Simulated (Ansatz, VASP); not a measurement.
**Two plane-wave programs on Rh**

```
Rh
1.0
     0.00000    1.88975    1.88975
     1.88975    0.00000    1.88975
     1.88975    1.88975    0.00000
Rh
1
Cartesian
  0.0000 0.0000 0.0000
```

Alike in both runs: functional PBEsol; k mesh 24 × 24 × 24; no spin polarisation.

Ansatz relaxed the structure, and its values are those at the end. VASP's run is a single point on that final structure, the one shown.

```csv
,VASP,Ansatz
version,VASP 6.6.1,Ansatz 0.2.0
potentials or method,"VASP PAW PBE potentials, release 64 (Rh_pv)","plane-wave PAW, scalar-relativistic"
plane-wave cutoff (eV),520,420
occupations,"methfessel-paxton of order 1, width 0.1 eV","cold, width 0.1 eV"
valence electrons in the cell,15,17
```

Ansatz gave:

```
pressure (GPa) : 0.0
```

**Question.** Estimate VASP's values.

**Answer.** Pressure (GPa): -0.1.

VASP's potentials were made for PBE, not for PBEsol. VASP's potentials hold 15 valence electrons a cell and Ansatz's 17, so a difference there can come from the potentials and not from the codes.
